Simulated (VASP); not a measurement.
# InSb3 (Pm-3m) in VASP: further runs

Runs on InSb3. Level: PBEsol. Tasks: single point.

All numbers are computed with VASP 6.6.1; they aren't measurements. Logs are shortened: lines on timing, memory, paths and dates and some standing lists are left out, and cuts for length are marked.

**1. The cell of the first run**

Symmetry: Pm-3m, No. 221, cubic system. The conventional cell has a = 4.599 Å, b = 4.599 Å, c = 4.599 Å, α = 90.00°, β = 90.00°, γ = 90.00°. Within 4.3 Å of In (site symmetry m-3m) lie 12 Sb at 3.25 Å. Sb (site symmetry 4/mmm) has 4 In at 3.25 Å and 8 Sb at 3.25 Å within 4.3 Å.

**2. Single point, PBEsol (24.32 Å³/atom)**

INCAR reads:

```
SYSTEM = InSb3
PREC = Accurate ; ENCUT = 520
EDIFF = 1E-6 ; ISMEAR = 0
SIGMA = 0.15 ; LREAL = .False.
LASPH = .True. ; NELM = 80
ALGO = Normal ; ISIF = 2
LWAVE = .False. ; LCHARG = .True.
GGA = PS ; LELF = .True.
LVHAR = .True. ; NBANDS = 22
```

KPOINTS reads:

```
regular mesh
0
Gamma
  10 10 10
  0 0 0
```

POSCAR reads:

```
InSb3
1.0
    4.5988655047      0.0000000000      0.0000000000
    0.0000000000      4.5988655047      0.0000000000
    0.0000000000      0.0000000000      4.5988655047
In Sb
1 3
Direct
    0.0000000000      0.0000000000      0.0000000000
    0.5000000000      0.0000000000      0.5000000000
    0.0000000000      0.5000000000      0.5000000000
    0.5000000000      0.5000000000      0.0000000000
```

Potentials or basis: VASP PAW PBE potentials, release 64 (In_d, Sb).

Started as:

```console
> cat potpaw_PBE.64/In_d/POTCAR potpaw_PBE.64/Sb/POTCAR > POTCAR
> mpirun -np 1 vasp_std > vasp.out
```

OUTCAR:

```text
SYSTEM = InSb3
   PREC = Accurate
   ENCUT = 520
   EDIFF = 1E-6
   ISMEAR = 0
   LREAL = .False.
   LASPH = .True.
   NELM = 80
   ISIF = 2
   GGA = PS

 ion  position               nearest neighbor table
   1  0.000  0.000  0.000-   2 3.25   3 3.25   4 3.25   2 3.25   3 3.25   3 3.25   4 3.25   3 3.25
                             2 3.25   4 3.25   2 3.25   4 3.25
   2  0.500  0.000  0.500-   1 3.25   3 3.25   4 3.25   1 3.25   4 3.25   3 3.25   4 3.25   4 3.25
                             1 3.25   3 3.25   1 3.25   3 3.25
   3  0.000  0.500  0.500-   1 3.25   2 3.25   4 3.25   1 3.25   4 3.25   1 3.25   2 3.25   1 3.25
                             2 3.25   4 3.25   4 3.25   2 3.25
   4  0.500  0.500  0.000-   1 3.25   2 3.25   3 3.25   2 3.25   3 3.25   1 3.25   2 3.25   2 3.25
                             1 3.25   3 3.25   3 3.25   1 3.25

  LATTYP: Found a simple cubic cell.
 ALAT       =     4.5988655047

  Lattice vectors:

 A1 = (   4.5988655047,   0.0000000000,   0.0000000000)
 A2 = (   0.0000000000,   4.5988655047,   0.0000000000)
 A3 = (   0.0000000000,   0.0000000000,   4.5988655047)

Analysis of symmetry for initial positions (statically):
=====================================================================
 Subroutine PRICEL returns:
 Original cell was already a primitive cell.

 Routine SETGRP: Setting up the symmetry group for a
 simple cubic supercell.

 Subroutine GETGRP returns: Found 48 space group operations
 (whereof 48 operations were pure point group operations)
 out of a pool of 48 trial point group operations.

The static configuration has the point symmetry O_h .

Analysis of symmetry for dynamics (positions and initial velocities):
=====================================================================
 Subroutine PRICEL returns:
 Original cell was already a primitive cell.

 Routine SETGRP: Setting up the symmetry group for a
 simple cubic supercell.

 Subroutine GETGRP returns: Found 48 space group operations
 (whereof 48 operations were pure point group operations)
 out of a pool of 48 trial point group operations.

The dynamic configuration has the point symmetry O_h .

 Subroutine INISYM returns: Found 48 space group operations
 (whereof 48 operations are pure point group operations),
 and found     1 'primitive' translations

----------------------------------------------------------------------------------------

                                     Primitive cell

[... 94 lines left out ...]
   EDIFF  = 0.1E-05   stopping-criterion for ELM
   LREAL  =      F    real-space projection
   EDIFFG = 0.1E-04   stopping-criterion for IOM
   NSW    =      0    number of steps for IOM
   IBRION =     -1    ionic relax: 0-MD 1-quasi-New 2-CG
   NFREE  =      0    steps in history (QN), initial steepest desc. (CG)
   ISIF   =      2    stress and relaxation
   ISYM   =      2    0-nonsym 1-usesym 2-fastsym
   POTIM  = 0.5000    time-step for ionic-motion
   TEBEG  =    0.0;   TEEND  =   0.0 temperature during run
   PSTRESS=    0.0 pullay stress
   NELECT =      28.0000    total number of electrons
   NUPDOWN=      -1.0000    fix difference up-down
   EMIN   =  10.00;   EMAX   =-10.00  energy-range for DOS
   EFERMI =   0.00;   METHOD = LEGACY
   ISMEAR =     0;   SIGMA  =   0.15  broadening in eV -4-tet -1-fermi 0-gaus
   EFERMI_NEDOS =   21; number of points for ismear=-14 and -15
   IALGO  =     38    algorithm
   IMIX   =      4    mixing-type and parameters
     AMIX     =   0.40;   BMIX     =  1.00
     AMIX_MAG =   1.60;   BMIX_MAG =  1.00
  volume/ion in A,a.u.               =      24.32       164.09
  Fermi-wavevector in a.u.,A,eV,Ry     =   1.080961  2.042721 15.898098  1.168477
  Thomas-Fermi vector in A             =   2.216966
   LORBIT       =      0    0 simple, 1 ext, 2 COOP (PROOUT), +10 PAW based schemes
   GGA     = PS    functional components
   LHFCALC =     F    Hartree Fock is set to
   AEXX    =    0.0000 exact exchange contribution
   IVDW    =     0    specifies the selected vdW correction
   LEPSILON=     F    determine dielectric tensor
   LRPA    =     F    only Hartree local field effects (RPA)
 non-spin polarized calculation
 Gauss-broadening in eV      SIGMA  =   0.15
  energy-cutoff  :      520.00
  volume of cell :       97.26
 maximum number of plane-waves:      2642
 NGX is ok and might be reduce to    36
   NGX = 17   NGY = 17   NGZ = 17

 number of electron      27.9999986 magnetization

 Free energy of the ion-electron system (eV)
  ---------------------------------------------------
  ext. energy  EPLUGINS =         0.00000000
  ---------------------------------------------------
  free energy    TOTEN  =       -15.92337371 eV

  energy without entropy =      -15.90564006  energy(sigma->0) =      -15.91450689

 E-fermi :   9.3735     XC(G=0): -10.7716

 val. band max:        9.3665316248   @ k =   0.4000   0.4000   0.1000
 cond. band min:       9.4378405649   @ k =   0.5000   0.2000   0.0000
 fundamental gap:      0.0713089401
 Fermi energy:         9.3734943251

 k-point     1 :       0.0000    0.0000    0.0000
  band No.  band energies     occupation
      1      -5.1648      2.00000
      2      -5.1648      2.00000
      3      -5.1338      2.00000
      4      -5.1338      2.00000
      5      -5.1338      2.00000
      6      -3.7956      2.00000
[... 589 lines left out ...]
     21      15.1163      0.00000
     22      15.7610      0.00000

 [... further k-points ...]

------------------------ aborting loop because EDIFF is reached ----------------------------------------

  FORCE on cell =-STRESS in cart. coord.  units (eV):
  Direction    XX          YY          ZZ          XY          YZ          ZX
  --------------------------------------------------------------------------------------
  -------------------------------------------------------------------------------------
  Total        3.6952790      3.6952790      3.6952790      0.0000000     -0.0000000      0.0000000
  in kB       60.8703353     60.8703353     60.8703353      0.0000000     -0.0000000      0.0000000
  external PRESSURE =      60.8703353 kB  Pullay stress =       0.0000000 kB

 VOLUME and BASIS-vectors are now :
 -----------------------------------------------------------------------------
  energy-cutoff  :      520.00
  volume of cell :       97.26
      direct lattice vectors                 reciprocal lattice vectors
     4.598865505  0.000000000  0.000000000     0.217444933  0.000000000  0.000000000
     0.000000000  4.598865505  0.000000000     0.000000000  0.217444933  0.000000000
     0.000000000  0.000000000  4.598865505     0.000000000  0.000000000  0.217444933

 POSITION                                       TOTAL-FORCE (eV/Angst)
 -----------------------------------------------------------------------------------
      0.00000      0.00000      0.00000         0.000000      0.000000      0.000000
      2.29943      0.00000      2.29943         0.000000      0.000000      0.000000
      0.00000      2.29943      2.29943         0.000000      0.000000      0.000000
      2.29943      2.29943      0.00000         0.000000      0.000000      0.000000
 -----------------------------------------------------------------------------------
    total drift:                                0.000000     -0.000000     -0.000000

  FREE ENERGIE OF THE ION-ELECTRON SYSTEM (eV)
  ---------------------------------------------------
  free  energy   TOTEN  =       -15.9233737112 eV

  energy  without entropy=      -15.9056400626  energy(sigma->0) =      -15.91450689
```

OSZICAR:

```text
N       E                     dE             d eps       ncg     rms          rms(c)
DAV:   1     0.194191986548E+03    0.19419E+03   -0.11038E+04  2464   0.122E+03
DAV:   2     0.119822315817E+01   -0.19299E+03   -0.18625E+03  2712   0.309E+02
DAV:   3    -0.154052448941E+02   -0.16603E+02   -0.16019E+02  3092   0.903E+01
DAV:   4    -0.159602930572E+02   -0.55505E+00   -0.55356E+00  2878   0.168E+01
DAV:   5    -0.159864133840E+02   -0.26120E-01   -0.26117E-01  3654   0.393E+00    0.434E+00
DAV:   6    -0.159393042559E+02    0.47109E-01   -0.72218E-02  3074   0.408E+00    0.243E+00
DAV:   7    -0.159241651015E+02    0.15139E-01   -0.31630E-02  3386   0.209E+00    0.286E-01
DAV:   8    -0.159234021464E+02    0.76296E-03   -0.30653E-03  3034   0.731E-01    0.727E-02
DAV:   9    -0.159233740008E+02    0.28146E-04   -0.14281E-04  3050   0.918E-02    0.162E-02
DAV:  10    -0.159233737112E+02    0.28963E-06   -0.89833E-06  3368   0.208E-02
   1 F= -.15923374E+02 E0= -.15914507E+02  d E =-.177336E-01
```

stdout:

```text
POSCAR found type information on POSCAR InSb
 POSCAR found :  2 types and       4 ions
 scaLAPACK will be used
 -----------------------------------------------------------------------------
|                                                                             |
|                                                                             |
|     You enforced a specific xc type in the INCAR file but a different       |
|     I HOPE YOU KNOW WHAT YOU ARE DOING!                                     |
|                                                                             |
 -----------------------------------------------------------------------------

 LDA part: xc-table for (Slater+PW92), standard interpolation
 POSCAR, INCAR and KPOINTS ok, starting setup
 FFT: planning ... GRIDC
 FFT: planning ... GRID_SOFT
 FFT: planning ... GRID
 WAVECAR not read
 entering main loop
```

Run time: 96 s. Hardware: 1 thread of Intel Xeon 8259CL, shared host; peak memory 0.27 GiB.

Results:

* Free energy: -15.9234 eV
* Pressure: 6.1 GPa
* Band gap on the k mesh: zero (bands 14 and 15 overlap by 5.43 eV)

Levels at points of the mesh, in eV from the Fermi level:
| k point | band 11 | band 12 | band 13 | band 14 | band 15 | band 16 | band 17 | band 18 |
| --- | --- | --- | --- | --- | --- | --- | --- | --- |
| (0.00, 0.00, 0.00) | -4.93 | -3.61 | 0.54 | 0.54 | 0.54 | 1.88 | 1.88 | 1.88 |
| (0.50, 0.00, 0.00) | -3.32 | -2.47 | -2.47 | -1.32 | -1.11 | 2.55 | 2.55 | 2.74 |
| (0.50, 0.50, 0.00) | -1.65 | -1.65 | -1.61 | -1.25 | -1.25 | -0.23 | 0.87 | 3.86 |
| (0.50, 0.50, 0.50) | -5.74 | -5.74 | -5.11 | 4.18 | 4.18 | 4.30 | 4.30 | 4.30 |

Caveat: the cell stands under pressure; the PAW data sets were made with another functional, which shifts forces and pressure a little; spin-orbit coupling is left out, which moves the levels of the heavy elements.

**3. Single point, PBEsol (25.02 Å³/atom)**

This run uses another cell than the first one, of 25.02 Å³/atom.

INCAR reads:

```
SYSTEM = InSb3
ALGO = Normal
EDIFF = 1E-7
ENCUT = 520
GGA = PS
ISIF = 2
ISMEAR = 0
LASPH = .TRUE.
LCHARG = .TRUE.
LELF = .TRUE.
LREAL = .FALSE.
LVHAR = .TRUE.
LWAVE = .FALSE.
NBANDS = 22
NELM = 100
PREC = Accurate
SIGMA = 0.15
```

KPOINTS reads:

```
k-points
0
G
  10 10 10
  0 0 0
```

POSCAR reads:

```
InSb3
1.0
    4.6428881148      0.0000000000      0.0000000000
    0.0000000000      4.6428881148      0.0000000000
    0.0000000000      0.0000000000      4.6428881148
In Sb
1 3
Direct
    0.0000000000      0.0000000000      0.0000000000
    0.5000000000      0.0000000000      0.5000000000
    0.0000000000      0.5000000000      0.5000000000
    0.5000000000      0.5000000000      0.0000000000
```

Potentials or basis: VASP PAW PBE potentials, release 64 (In_d, Sb).

Started as:

```console
> cat potpaw_PBE.64/In_d/POTCAR potpaw_PBE.64/Sb/POTCAR > POTCAR
> mpirun -np 1 vasp_std > vasp.out
```

It took 1.9 min on 1 thread of Intel Xeon 8259CL, shared host; peak memory 0.28 GiB.

Results (log left out):

```
Free energy            : -16.0095 eV
Pressure               : 3.7 GPa
Band gap on the k mesh : zero (bands 14 and 15 overlap by 5.24 eV)
```

Levels at points of the mesh, in eV from the Fermi level:
```tsv
k point	band 10	band 11	band 12	band 13	band 14	band 15	band 16	band 17	band 18	band 19
(0.00, 0.00, 0.00)	-4.77	-4.77	-3.59	0.53	0.53	0.53	1.86	1.86	1.86	4.93
(0.50, 0.00, 0.00)	-3.21	-3.21	-2.37	-2.37	-1.26	-1.04	2.47	2.47	2.58	2.89
(0.50, 0.50, 0.00)	-2.52	-1.64	-1.64	-1.54	-1.21	-1.21	-0.27	0.92	3.74	4.04
(0.50, 0.50, 0.50)	-5.55	-5.55	-5.55	-5.02	4.03	4.03	4.15	4.15	4.15	6.98
```

Caveat: the cell stands under pressure; the PAW data sets were made with another functional, which shifts forces and pressure a little; spin-orbit coupling is left out, which moves the levels of the heavy elements.

**4. Single point, PBEsol (25.73 Å³/atom)**

This run uses another cell than the first one, of 25.73 Å³/atom.

INCAR reads:

```
ALGO = Normal ; EDIFF = 1E-7
ENCUT = 520 ; GGA = PS
ISIF = 2 ; ISMEAR = 0
LASPH = True ; LCHARG = False
LREAL = False ; LWAVE = False
NBANDS = 22 ; NELM = 80
PREC = Accurate ; SIGMA = 0.15
```

KPOINTS reads:

```
k-points
0
Gamma
  10 10 10
```

POSCAR reads:

```
InSb3
1.0
    4.6860306506      0.0000000000      0.0000000000
    0.0000000000      4.6860306506      0.0000000000
    0.0000000000      0.0000000000      4.6860306506
In Sb
1 3
Direct
    0.0000000000      0.0000000000      0.0000000000
    0.5000000000      0.0000000000      0.5000000000
    0.0000000000      0.5000000000      0.5000000000
    0.5000000000      0.5000000000      0.0000000000
```

Started as:

```console
> cat potpaw_PBE.64/In_d/POTCAR potpaw_PBE.64/Sb/POTCAR > POTCAR
> mpirun -np 1 vasp_std > vasp.out
```

Wall time 1.9 min (1 thread of Intel Xeon 8259CL, shared host); peak memory 0.28 GiB.

It converged, with:

```
Free energy            : -16.0574 eV
Pressure               : 1.7 GPa
Band gap on the k mesh : zero (bands 14 and 15 overlap by 5.06 eV)
```

Levels at points of the mesh, in eV from the Fermi level:
| k point | band 10 | band 11 | band 12 | band 13 | band 14 | band 15 | band 16 | band 17 | band 18 | band 19 |
| --- | --- | --- | --- | --- | --- | --- | --- | --- | --- | --- |
| (0.00, 0.00, 0.00) | -4.62 | -4.62 | -3.57 | 0.53 | 0.53 | 0.53 | 1.84 | 1.84 | 1.84 | 4.88 |
| (0.50, 0.00, 0.00) | -3.11 | -3.11 | -2.28 | -2.28 | -1.20 | -0.97 | 2.41 | 2.41 | 2.43 | 2.77 |
| (0.50, 0.50, 0.00) | -2.50 | -1.62 | -1.62 | -1.47 | -1.16 | -1.16 | -0.30 | 0.97 | 3.62 | 3.90 |
| (0.50, 0.50, 0.50) | -5.37 | -5.37 | -5.37 | -4.94 | 3.90 | 3.90 | 4.01 | 4.01 | 4.01 | 6.83 |

Caveat: the PAW data sets were made with another functional, which shifts forces and pressure a little; spin-orbit coupling is left out, which moves the levels of the heavy elements.

**5. The runs side by side**

```csv
cell,gap on the mesh (eV),pressure (GPa)
"a = 4.599 Å, 4 atoms",none,6.1
"a = 4.643 Å, 4 atoms",none,3.7
"a = 4.686 Å, 4 atoms",none,1.7
```

Alike in all rows: task single point; level PBEsol; potentials or basis VASP PAW PBE potentials, release 64 (In_d, Sb); no spin polarisation; k mesh 10 × 10 × 10; cutoff (eV) 520; smearing gaussian 0.15 eV.

Caveats: the PAW data sets were made with another functional, which shifts forces and pressure a little; spin-orbit coupling is left out, which moves the levels of the heavy elements; the cell stands under pressure (at least some runs).

Total energies depend on the potentials used, so only differences within one code and one set of settings carry meaning.

The gap in the log of VASP goes by the Fermi energy; the results here count the filled bands.